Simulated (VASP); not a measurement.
# Si (Amm2) in VASP: single point with r2SCAN

Aim: the single point of Si with r2SCAN.

Program: VASP 6.6.1. These are calculated values, not measurements. Logs are shortened: lines on timing, memory, paths and dates and some standing lists are left out, and cuts for length are marked.

### Step 1. The cell of the first run

It takes space group Amm2 (No. 38, orthorhombic). The conventional cell has a = 4.988 Å, b = 9.107 Å, c = 5.258 Å, α = 90.00°, β = 90.00°, γ = 90.00°. Within 3.1 Å of Si (site symmetry mm2) lie 8 Si at 2.33 to 2.93 Å. Si (site symmetry mm2) has 8 Si at 2.51 to 2.63 Å within 3.3 Å. Si (site symmetry m) has 8 Si at 2.49 to 2.79 Å within 3.3 Å. Si (site symmetry m) has 8 Si at 2.49 to 2.63 Å within 3.3 Å. Within 3.1 Å of Si (site symmetry mm2) lie 8 Si at 2.33 to 2.93 Å. Within 3.9 Å of Si (site symmetry mm2) lie 20 Si at 2.49 to 3.85 Å.

### Step 2. Single point, r2SCAN (atom 1 (Si) moved by (-0.300, +0.000) A along x and z)

Input file POSCAR:

```
Si
1.0
    0.0000000000      0.0000000000      4.9875981450
    2.6290009028     -4.5535631367      0.0000000000
    2.6290009028      4.5535631368      0.0000000000
Si
8
Direct
    0.0000000000      0.4429441048     -0.0570558952
    0.5000000000      0.5000000000      0.0000000000
    0.0000000000      0.0000000000      0.0000000000
    0.5000000000      0.0000000000      0.0000000000
    0.0000000000      0.5000000000      0.5000000000
    0.5000000000      0.5000000000      0.5000000000
    0.0000000000      0.0000000000      0.5000000000
    0.5000000000      0.0000000000      0.5000000000
```

Input file INCAR.step1:

```
SYSTEM = Si
PREC = Accurate
ENCUT = 520
ISMEAR = 0
SIGMA = 0.15
LREAL = .FALSE.
LASPH = .TRUE.
NELM = 80
NBANDS = 26
GGA = PE
ALGO = Normal
EDIFF = 1E-4
LWAVE = .TRUE.
LCHARG = .FALSE.
KPAR = 4
```

Input file INCAR.step2:

```
SYSTEM = Si
PREC = Accurate
ENCUT = 520
EDIFF = 1E-6
ISMEAR = 0
SIGMA = 0.15
LREAL = .FALSE.
LASPH = .TRUE.
NELM = 80
ALGO = Normal
ISIF = 2
LWAVE = .FALSE.
LCHARG = .FALSE.
METAGGA = R2SCAN
LMIXTAU = .TRUE.
NBANDS = 26
ISTART = 1
KPAR = 4
```

Input file KPOINTS:

```
Automatic mesh
0
G
  12 12 12
  0 0 0
```

Potentials or basis: VASP PAW PBE potentials, release 64 (Si).

Run with:

```
cat potpaw_PBE.64/Si/POTCAR > POTCAR
cp INCAR.step1 INCAR
mpirun -np 4 vasp_std > vasp.out
cp INCAR.step2 INCAR
mpirun -np 4 vasp_std > vasp.out
```

OUTCAR:

```text
SYSTEM = Si
   PREC = Accurate
   ENCUT = 520
   EDIFF = 1E-6
   ISMEAR = 0
   LREAL = .FALSE.
   LASPH = .TRUE.
   NELM = 80
   ISIF = 2
   METAGGA = R2SCAN
   ISTART = 1

 ion  position               nearest neighbor table
   1  0.000  0.443  0.943-   7 2.33   3 2.49   5 2.49   2 2.51   2 2.51   3 2.79   5 2.79   7 2.93

   2  0.500  0.500  0.000-   1 2.51   1 2.51   4 2.63   4 2.63   8 2.63   8 2.63   6 2.63   6 2.63

   3  0.000  0.000  0.000-   1 2.49   4 2.49   4 2.49   5 2.63   5 2.63   7 2.63   7 2.63   1 2.79
[... 7 lines left out ...]
   7  0.000  0.000  0.500-   1 2.33   8 2.49   8 2.49   5 2.63   5 2.63   3 2.63   3 2.63   1 2.93

   8  0.500  0.000  0.500-   7 2.49   7 2.49   6 2.63   6 2.63   2 2.63   2 2.63   4 2.63   4 2.63

  LATTYP: Found a hexagonal cell.
 ALAT       =     5.2580018055
 C/A-ratio  =     0.9485729236

  Lattice vectors:

 A1 = (   2.6290009028,  -4.5535631367,   0.0000000000)
 A2 = (   2.6290009028,   4.5535631368,   0.0000000000)
 A3 = (   0.0000000000,   0.0000000000,   4.9875981450)

Analysis of symmetry for initial positions (statically):
=====================================================================
 Subroutine PRICEL returns:
 Original cell was already a primitive cell.

 Routine SETGRP: Setting up the symmetry group for a
 hexagonal supercell.

 Subroutine GETGRP returns: Found  4 space group operations
 (whereof  2 operations were pure point group operations)
 out of a pool of 24 trial point group operations.

The static configuration has the point symmetry C_1h.
 The point group associated with its full space group is C_2v.

Analysis of symmetry for dynamics (positions and initial velocities):
=====================================================================
 Subroutine PRICEL returns:
 Original cell was already a primitive cell.

 Routine SETGRP: Setting up the symmetry group for a
 hexagonal supercell.

 Subroutine GETGRP returns: Found  4 space group operations
 (whereof  2 operations were pure point group operations)
 out of a pool of 24 trial point group operations.

The dynamic configuration has the point symmetry C_1h.
 The point group associated with its full space group is C_2v.

 Subroutine INISYM returns: Found  4 space group operations
 (whereof  2 operations are pure point group operations),
 and found     1 'primitive' translations

----------------------------------------------------------------------------------------

                                     Primitive cell

[... 103 lines left out ...]
   LREAL  =      F    real-space projection
   EDIFFG = 0.1E-04   stopping-criterion for IOM
   NSW    =      0    number of steps for IOM
   IBRION =     -1    ionic relax: 0-MD 1-quasi-New 2-CG
   NFREE  =      0    steps in history (QN), initial steepest desc. (CG)
   ISIF   =      2    stress and relaxation
   ISYM   =      2    0-nonsym 1-usesym 2-fastsym
   POTIM  = 0.5000    time-step for ionic-motion
   TEBEG  =    0.0;   TEEND  =   0.0 temperature during run
   PSTRESS=    0.0 pullay stress
   NELECT =      32.0000    total number of electrons
   NUPDOWN=      -1.0000    fix difference up-down
   EMIN   =  10.00;   EMAX   =-10.00  energy-range for DOS
   EFERMI =   0.00;   METHOD = LEGACY
   ISMEAR =     0;   SIGMA  =   0.15  broadening in eV -4-tet -1-fermi 0-gaus
   EFERMI_NEDOS =   21; number of points for ismear=-14 and -15
   IALGO  =     38    algorithm
   IMIX   =      4    mixing-type and parameters
     AMIX     =   0.40;   BMIX     =  1.00
     AMIX_MAG =   1.60;   BMIX_MAG =  1.00
  volume/ion in A,a.u.               =      14.93       100.73
  Fermi-wavevector in a.u.,A,eV,Ry     =   1.055448  1.994508 15.156498  1.113971
  Thomas-Fermi vector in A             =   2.190647
   LORBIT       =      0    0 simple, 1 ext, 2 COOP (PROOUT), +10 PAW based schemes
   METAGGA = R2SCAN    functional components
   LHFCALC =     F    Hartree Fock is set to
   AEXX    =    0.0000 exact exchange contribution
   IVDW    =     0    specifies the selected vdW correction
   LEPSILON=     F    determine dielectric tensor
   LRPA    =     F    only Hartree local field effects (RPA)
 non-spin polarized calculation
 Gauss-broadening in eV      SIGMA  =   0.15
  energy-cutoff  :      520.00
  volume of cell :      119.42
 maximum number of plane-waves:      3253
 NGX is ok and might be reduce to    40
   NGX = 19   NGY = 19   NGZ = 19

 number of electron      32.0000000 magnetization

 Free energy of the ion-electron system (eV)
  ---------------------------------------------------
  ext. energy  EPLUGINS =         0.00000000
  ---------------------------------------------------
  free energy    TOTEN  =       -66.45153843 eV

  energy without entropy =      -66.41773148  energy(sigma->0) =      -66.43463496

 E-fermi :   9.5092     XC(G=0): -11.5798

 val. band max:        9.5088819797   @ k =   0.0833  -0.3333   0.3333
 cond. band min:       9.5119930180   @ k =   0.4167   0.5000   0.0000
 fundamental gap:      0.0031110382
 Fermi energy:         9.5092246386

 k-point     1 :       0.0000    0.0000    0.0000
  band No.  band energies     occupation
      1      -5.3244      2.00000
      2      -0.4440      2.00000
      3       1.3801      2.00000
      4       1.4592      2.00000
      5       1.6198      2.00000
      6       1.9849      2.00000
[... 685 lines left out ...]
     25      15.6459      0.00000
     26      16.3966      0.00000

 [... further k-points ...]
[... 5 lines left out ...]
  --------------------------------------------------------------------------------------
  -------------------------------------------------------------------------------------
  Total        2.8289661      1.6729296     -1.6169752      0.0000000      0.0000000      0.0000000
  in kB       37.9555047     22.4452633    -21.6945373      0.0000000      0.0000000      0.0000000
  external PRESSURE =      12.9020769 kB  Pullay stress =       0.0000000 kB

 VOLUME and BASIS-vectors are now :
 -----------------------------------------------------------------------------
  energy-cutoff  :      520.00
  volume of cell :      119.42
      direct lattice vectors                 reciprocal lattice vectors
     0.000000000  0.000000000  4.987598145     0.000000000  0.000000000  0.200497308
     2.629000903 -4.553563137  0.000000000     0.190186317 -0.109804122  0.000000000
     2.629000903  4.553563137  0.000000000     0.190186317  0.109804122  0.000000000

 POSITION                                       TOTAL-FORCE (eV/Angst)
 -----------------------------------------------------------------------------------
      3.64350      2.27678      0.00000         1.418544      0.000000      0.000000
      1.31450     -2.27678      2.49380         0.147822      0.000000      0.000000
      0.00000      0.00000      0.00000         0.046741      0.455407      0.000000
      0.00000      0.00000      2.49380        -0.148260      0.047637      0.000000
      2.62900      0.00000      0.00000         0.046741     -0.455407      0.000000
      2.62900      0.00000      2.49380        -0.148260     -0.047637      0.000000
      1.31450      2.27678      0.00000        -1.150419     -0.000000      0.000000
      1.31450      2.27678      2.49380        -0.212909     -0.000000      0.000000
 -----------------------------------------------------------------------------------
    total drift:                               -0.000330      0.000000      0.000000

  FREE ENERGIE OF THE ION-ELECTRON SYSTEM (eV)
  ---------------------------------------------------
  free  energy   TOTEN  =       -66.4515384344 eV

  energy  without entropy=      -66.4177314804  energy(sigma->0) =      -66.43463496
```

OUTCAR.step1:

```text
SYSTEM = Si
   PREC = Accurate
   ENCUT = 520
   ISMEAR = 0
   LREAL = .FALSE.
   LASPH = .TRUE.
   NELM = 80
[... 950 lines left out ...]
      2.62900      0.00000      2.49380        -0.133820     -0.036006      0.000000
      1.31450      2.27678      0.00000        -1.249571     -0.000000      0.000000
      1.31450      2.27678      2.49380        -0.177076     -0.000000      0.000000
 -----------------------------------------------------------------------------------
    total drift:                               -0.000175      0.000000      0.000000

  FREE ENERGIE OF THE ION-ELECTRON SYSTEM (eV)
  ---------------------------------------------------
  free  energy   TOTEN  =       -40.7502498182 eV

  energy  without entropy=      -40.7143544061  energy(sigma->0) =      -40.73230211
```

OSZICAR.step1:

```text
N       E                     dE             d eps       ncg     rms          rms(c)
DAV:   1     0.568924827116E+02    0.56892E+02   -0.12563E+04 15652   0.104E+03
DAV:   2    -0.365529381669E+02   -0.93445E+02   -0.86525E+02 19236   0.151E+02
DAV:   3    -0.408119807429E+02   -0.42590E+01   -0.41077E+01 20348   0.275E+01
DAV:   4    -0.408637190062E+02   -0.51738E-01   -0.51527E-01 19396   0.363E+00
DAV:   5    -0.408642982370E+02   -0.57923E-03   -0.57868E-03 20064   0.353E-01    0.842E+00
DAV:   6    -0.407734863116E+02    0.90812E-01   -0.11222E-01 19352   0.158E+00    0.491E+00
DAV:   7    -0.407516219347E+02    0.21864E-01   -0.82672E-02 19454   0.128E+00    0.448E-01
DAV:   8    -0.407502508813E+02    0.13711E-02   -0.13661E-02 18246   0.549E-01    0.290E-01
DAV:   9    -0.407502498182E+02    0.10631E-05   -0.82740E-04 19886   0.139E-01
   1 F= -.40750250E+02 E0= -.40732302E+02  d E =-.358954E-01
```

Run time: 7.3 min. Hardware: 4 MPI ranks of Intel Xeon Platinum 8488C (Sapphire Rapids), shared host; peak memory 0.7 GiB.

What came out:

| Quantity | Value |
| --- | --- |
| Free energy | -66.4515 eV |
| Pressure | 1.3 GPa |
| Largest force | 1.419 eV/Å |
| Band gap on the k mesh | zero (bands 16 and 17 overlap by 3.49 eV) |

Forces in eV/Å, atoms in the order of the input:
```
Si   1.419  0.000  0.000
Si   0.148  0.000  0.000
Si   0.047  0.455  0.000
Si  -0.148  0.048  0.000
Si   0.047 -0.455  0.000
Si  -0.148 -0.048  0.000
Si  -1.150  0.000  0.000
Si  -0.213  0.000  0.000
```

Levels at points of the mesh, in eV from the Fermi level:
```
           k point  band 14  band 15  band 16  band 17  band 18  band 19
(0.00, 0.00, 0.00)    -2.27    -2.14    -2.04    -1.94    -1.80     1.72
(0.50, 0.00, 0.00)    -5.34    -1.35    -1.30     4.01     4.06     4.10
(0.00, 0.50, 0.00)    -2.58    -1.95    -1.69     0.79     1.17     1.78
(0.00, 0.50, 0.50)    -2.53    -2.14    -1.63     0.94     1.05     1.69
(0.50, 0.50, 0.00)    -0.63    -0.54    -0.40    -0.24    -0.21     0.09
(0.50, 0.50, 0.50)    -0.59    -0.50    -0.35    -0.13    -0.09    -0.08
```

Caveat: the cell differs from its parent crystal (atom 1 (Si) moved by (-0.300, +0.000) A along x and z); the stress differs along the axes, from -2 to 4 GPa; the PAW data sets were made with another functional, which shifts forces and pressure a little.
